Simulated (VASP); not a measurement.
Mo, 1 atom in the cell. Symmetry: P6/mmm, No. 191, hexagonal system. Conventional cell: a = 2.698 Å, b = 2.698 Å, c = 2.574 Å, α = 90.00°, β = 90.00°, γ = 120.00°. Mo (site symmetry 6/mmm) has 8 Mo at 2.57 to 2.70 Å within 3.4 Å. This isn't the form of Mo at room conditions, which is bcc. This cell differs from its parent crystal: ratio of the length along z to the lengths across it x 1.05, volume and fractional coordinates fixed.

```yaml
Program: VASP 6.6.1
Task: single point
Functional: PBEsol
Potentials_or_basis: VASP PAW PBE potentials, release 64 (Mo_sv)
Cutoff: 520 eV
k_mesh: 30 × 30 × 26
Occupations: gaussian, width 0.15 eV
Spin: no spin polarisation
Dipole_correction: no
Further_INCAR_settings: ALGO = Fast; EDIFF = 1e-06; NBANDS = 13
```

Potentials or basis: VASP PAW PBE potentials, release 64 (Mo_sv).

Command:

```sh
$ cat potpaw_PBE.64/Mo_sv/POTCAR > POTCAR
$ mpirun -np 1 vasp_std > vasp.out
```

Hardware: 1 thread of Intel Xeon 8259CL, on a shared host.

**Question.** How long does it take, and how much memory?

**Answer.** Wall time 2.5 min on 1 thread of Intel Xeon 8259CL (shared host), peak memory 0.34 GiB. Counts: scf iterations 12, k points 1274.
